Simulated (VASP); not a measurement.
# BeTe (F-43m) in VASP: notebook, part 3 of 3

VASP 6.6.1. Earlier steps stand in the parts before.

**5. Single point, PBEsol**

This run uses another cell than the first one, of 22.02 Å³/atom, 1.101 times its volume.

Contents of INCAR:

```
SYSTEM = BeTe
PREC = Accurate ; ENCUT = 520
EDIFF = 1E-6 ; ISMEAR = -1
SIGMA = 0.05 ; LREAL = .False.
LASPH = .True. ; NELM = 60
ALGO = Normal ; ISIF = 2
LWAVE = .False. ; LCHARG = .False.
GGA = PS ; NBANDS = 11
```

Contents of KPOINTS:

```
Automatic mesh
0
Gamma
  12 12 12
  0 0 0
```

Contents of POSCAR:

```
BeTe
1.0
    2.8027758361      2.8027758361      0.0000000000
   -2.8027758361      2.8027758361      0.0000000000
    0.0000000000      2.8027758361      2.8027758361
Be Te
1 1
Direct
    0.0000000000      0.0000000000      0.0000000000
    0.7500000000      0.2500000000      0.5000000000
```

Potentials or basis: VASP PAW PBE potentials, release 64 (Be, Te).

Launch:

```bash
cat potpaw_PBE.64/Be/POTCAR potpaw_PBE.64/Te/POTCAR > POTCAR
mpirun -np 1 vasp_std > vasp.out
```

OUTCAR:

```text
SYSTEM = BeTe
   PREC = Accurate
   ENCUT = 520
   EDIFF = 1E-6
   ISMEAR = -1
   LREAL = .False.
   LASPH = .True.
   NELM = 60
   ISIF = 2
   GGA = PS

 ion  position               nearest neighbor table
   1  0.000  0.000  0.000-   2 2.43   2 2.43   2 2.43   2 2.43
   2  0.750  0.250  0.500-   1 2.43   1 2.43   1 2.43   1 2.43

  LATTYP: Found a face centered cubic cell.
 ALAT       =     5.6055516722

  Lattice vectors:

 A1 = (   0.0000000000,   2.8027758361,   2.8027758361)
 A2 = (   2.8027758361,   0.0000000000,   2.8027758361)
 A3 = (   2.8027758361,   2.8027758361,   0.0000000000)

Analysis of symmetry for initial positions (statically):
[... 5 lines left out ...]
 face centered cubic supercell.

 Subroutine GETGRP returns: Found 24 space group operations
 (whereof 24 operations were pure point group operations)
 out of a pool of 48 trial point group operations.

The static configuration has the point symmetry T_d .

Analysis of symmetry for dynamics (positions and initial velocities):
[... 5 lines left out ...]
 face centered cubic supercell.

 Subroutine GETGRP returns: Found 24 space group operations
 (whereof 24 operations were pure point group operations)
 out of a pool of 48 trial point group operations.

The dynamic configuration has the point symmetry T_d .

 Subroutine INISYM returns: Found 24 space group operations
 (whereof 24 operations are pure point group operations),
 and found     1 'primitive' translations

----------------------------------------------------------------------------------------

                                     Primitive cell

  volume of cell :      44.0347

  direct lattice vectors                    reciprocal lattice vectors
     2.802775836  2.802775836  0.000000000     0.178394574  0.178394574 -0.178394574
    -2.802775836  2.802775836  0.000000000    -0.178394574  0.178394574 -0.178394574
     0.000000000  2.802775836  2.802775836     0.000000000  0.000000000  0.356789147

  length of vectors
     3.963723600  3.963723600  3.963723600     0.308988465  0.308988465  0.356789147
[... 100 lines left out ...]
     AMIX     =   0.40;   BMIX     =  1.00
     AMIX_MAG =   1.60;   BMIX_MAG =  1.00
  volume/ion in A,a.u.               =      22.02       148.58
  Fermi-wavevector in a.u.,A,eV,Ry     =   0.927199  1.752153 11.696911  0.859699
  Thomas-Fermi vector in A             =   2.053244
   LORBIT       =      0    0 simple, 1 ext, 2 COOP (PROOUT), +10 PAW based schemes
   GGA     = PS    functional components
   LHFCALC =     F    Hartree Fock is set to
   AEXX    =    0.0000 exact exchange contribution
   IVDW    =     0    specifies the selected vdW correction
   LEPSILON=     F    determine dielectric tensor
   LRPA    =     F    only Hartree local field effects (RPA)
 non-spin polarized calculation
  energy-cutoff  :      520.00
  volume of cell :       44.03
 maximum number of plane-waves:      1243
 NGX is ok and might be reduce to    30
   NGX = 15   NGY = 15   NGZ = 15

 number of electron       7.9999999 magnetization

 Free energy of the ion-electron system (eV)
  ---------------------------------------------------
  ext. energy  EPLUGINS =         0.00000000
  ---------------------------------------------------
  free energy    TOTEN  =        -8.21658039 eV

  energy without entropy =       -8.21658039  energy(sigma->0) =       -8.21658039

 E-fermi :   6.0535     XC(G=0):  -9.2580

 val. band max:        5.1613835128   @ k =   0.0000   0.0000   0.0000
 cond. band min:       6.9801639300   @ k =   0.5000   0.5000   0.0000
 fundamental gap:      1.8187804173
 Fermi energy:         6.0534849375

 k-point     1 :       0.0000    0.0000    0.0000
  band No.  band energies     occupation
      1      -7.2652      2.00000
      2       5.1614      2.00000
      3       5.1614      2.00000
      4       5.1614      2.00000
      5       8.7491      0.00000
      6       8.7491      0.00000
      7       8.7491      0.00000
      8       8.9953      0.00000
      9      13.3734      0.00000
     10      15.4333      0.00000
     11      15.4333      0.00000
[... 309 lines left out ...]
 k-point    24 :      -0.4167    0.1667    0.0000
  band No.  band energies     occupation
      1      -6.0311      2.00000
      2       0.4549      2.00000
      3       3.1366      2.00000
      4       3.4584      2.00000
      5       8.4379      0.00000
      6      10.3493      0.00000
      7      11.0691      0.00000
      8      11.2203      0.00000
      9      15.2149      0.00000
     10      16.1570      0.00000
     11      16.7736      0.00000

 [... further k-points ...]
[... 5 lines left out ...]
  --------------------------------------------------------------------------------------
  -------------------------------------------------------------------------------------
  Total        0.0631463      0.0631463      0.0631463      0.0000000     -0.0000000      0.0000000
  in kB        2.2975417      2.2975417      2.2975417      0.0000000     -0.0000000      0.0000000
  external PRESSURE =       2.2975417 kB  Pullay stress =       0.0000000 kB

 VOLUME and BASIS-vectors are now :
 -----------------------------------------------------------------------------
  energy-cutoff  :      520.00
  volume of cell :       44.03
      direct lattice vectors                 reciprocal lattice vectors
     2.802775836  2.802775836  0.000000000     0.178394574  0.178394574 -0.178394574
    -2.802775836  2.802775836  0.000000000    -0.178394574  0.178394574 -0.178394574
     0.000000000  2.802775836  2.802775836     0.000000000  0.000000000  0.356789147

 POSITION                                       TOTAL-FORCE (eV/Angst)
 -----------------------------------------------------------------------------------
      0.00000      0.00000      0.00000        -0.000000     -0.000000      0.000000
      1.40139      4.20416      1.40139         0.000000      0.000000      0.000000
 -----------------------------------------------------------------------------------
    total drift:                               -0.000000      0.000000      0.000000

  FREE ENERGIE OF THE ION-ELECTRON SYSTEM (eV)
  ---------------------------------------------------
  free  energy   TOTEN  =        -8.2165803852 eV

  energy  without entropy=       -8.2165803850  energy(sigma->0) =       -8.21658039
```

Wall time 50 s (1 thread of Intel Xeon 8259CL, shared host); peak memory 0.19 GiB.

Results:

```
Free energy            : -8.2166 eV
Pressure               : 0.2 GPa
Band gap on the k mesh : 1.82 eV, indirect (least direct gap 3.59 eV)
```

Levels at points of the mesh, in eV from the valence-band top:
| k point | band 1 | band 2 | band 3 | band 4 | band 5 | band 6 | band 7 | band 8 |
| --- | --- | --- | --- | --- | --- | --- | --- | --- |
| (0.00, 0.00, 0.00) | -12.43 | 0.00 | 0.00 | 0.00 | 3.59 | 3.59 | 3.59 | 3.83 |
| (0.50, 0.00, 0.00) | -11.04 | -5.67 | -1.16 | -1.16 | 3.07 | 4.55 | 4.55 | 7.66 |
| (0.50, 0.50, 0.00) | -10.54 | -5.21 | -2.71 | -2.71 | 1.82 | 2.59 | 9.80 | 9.80 |

Caveat: the PAW data sets were made with another functional, which shifts forces and pressure a little; spin-orbit coupling is left out, which moves the levels of the heavy elements. PBEsol gaps usually lie below the measured ones, often by a third to a half.

**6. Relaxation of cell and atoms, PBEsol, target pressure -2 GPa, at which the enthalpy is minimised**

This run uses another cell than the first one, of 22.02 Å³/atom, 1.101 times its volume.

Contents of INCAR:

```
PREC     = Accurate       # precision mode
ENCUT    = 600            # plane-wave cutoff, eV
EDIFF    = 1E-6           # SCF threshold, eV
ISMEAR   = 0              # smearing method
SIGMA    = 0.01           # smearing width, eV
LREAL    = F              # projectors in reciprocal space
LASPH    = T              # aspherical terms in the spheres
NELM     = 80             # most SCF steps
ALGO     = Normal         # electronic algorithm
ISIF     = 3              # what is computed and relaxed
LWAVE    = F              # write WAVECAR
LCHARG   = F              # write CHGCAR
GGA      = PS             # functional
IBRION   = 2              # ionic algorithm
NSW      = 100            # ionic steps
EDIFFG   = -0.002         # ionic threshold
PSTRESS  = -20.0
```

Contents of KPOINTS:

```
Automatic mesh
0
Gamma
  8 8 8
```

POSCAR is that of step 5.

Potentials or basis: VASP PAW PBE potentials, release 64 (Be, Te).

Launch:

```bash
cat potpaw_PBE.64/Be/POTCAR potpaw_PBE.64/Te/POTCAR > POTCAR
mpirun -np 1 vasp_std > vasp.out
```

Run time: 44 s. Hardware: 1 thread of Intel Xeon 8259CL, shared host; peak memory 0.19 GiB.

Results (log left out):

| Quantity | Value |
| --- | --- |
| Free energy | -8.2057 eV |
| Relaxed volume | 22.90 Å³/atom |
| Relaxed cell | a = 4.016 Å, b = 4.016 Å, c = 4.016 Å, α = 60.00°, β = 60.00°, γ = 90.00° |
| Space group after relaxing (to 0.05 Å) | F-43m (No. 216) |
| Energy change on relaxing (the enthalpy is what falls) | +5.1 meV/atom |
| Ionic steps | 3 |
| Pressure after relaxing | -2.0 GPa |
| Band gap on the k mesh | 1.91 eV, indirect (least direct gap 3.55 eV) |

The path:
| step | energy change (eV) | largest force (eV/Å) | pressure (GPa) | volume (Å³) |
| --- | --- | --- | --- | --- |
| 1 | 0.0000 | 0.0000 | 0.22 | 44.03 |
| 2 | 0.0130 | 0.0000 | -2.23 | 46.01 |
| 3 | 0.0102 | 0.0000 | -2.00 | 45.80 |

Final structure:
```
Be Te
1.0
     2.83969    2.83969    0.00000
    -2.83969    2.83969    0.00000
     0.00000    2.83969    2.83969
Be Te
1 1
Direct
  0.00000 0.00000 0.00000
  0.75000 0.25000 0.50000
```

Levels at points of the mesh, in eV from the valence-band top:
```csv
k point,band 1,band 2,band 3,band 4,band 5,band 6,band 7,band 8
"(0.00, 0.00, 0.00)",-12.17,0.00,0.00,0.00,3.55,3.62,3.62,3.62
"(0.50, 0.00, 0.00)",-10.88,-5.42,-1.09,-1.09,2.97,4.57,4.57,7.67
"(0.50, 0.50, 0.00)",-10.42,-5.00,-2.57,-2.57,1.91,2.65,9.55,9.55
```

Caveat: the cell is relaxed towards a set pressure, so the enthalpy falls and the energy may rise; the PAW data sets were made with another functional, which shifts forces and pressure a little; spin-orbit coupling is left out, which moves the levels of the heavy elements. A k mesh can miss the band edges.

**7. The runs side by side**

```tsv
task	cell	k mesh	cutoff (eV)	smearing	gap on the mesh (eV)	pressure (GPa)
single point	a = 3.839 Å, angles 60.0, 60.0, 90.0°, 2 atoms	8 × 8 × 8	520	gaussian 0.01 eV	1.56	7.3
single point	a = 3.923 Å, angles 60.0, 60.0, 90.0°, 2 atoms	8 × 8 × 8	520	gaussian 0.01 eV	1.74	2.2
single point	a = 4.011 Å, angles 60.0, 60.0, 90.0°, 2 atoms	8 × 8 × 8	520	gaussian 0.01 eV	1.91	-1.8
single point	a = 3.964 Å, angles 60.0, 60.0, 90.0°, 2 atoms	12 × 12 × 12	520	fermi-dirac 0.05 eV	1.82	0.2
relaxation of cell and atoms	relaxed to -2 GPa from a = 3.964 Å, angles 60.0, 60.0, 90.0°, 2 atoms	8 × 8 × 8	600	gaussian 0.01 eV	1.91	-2.0
```

Alike in all rows: level PBEsol; potentials or basis VASP PAW PBE potentials, release 64 (Be, Te); no spin polarisation.

Caveats: the PAW data sets were made with another functional, which shifts forces and pressure a little; spin-orbit coupling is left out, which moves the levels of the heavy elements; the cell is relaxed towards a set pressure, so the enthalpy falls and the energy may rise (some runs).

Absolute energies hang on the potentials; compare differences alone.
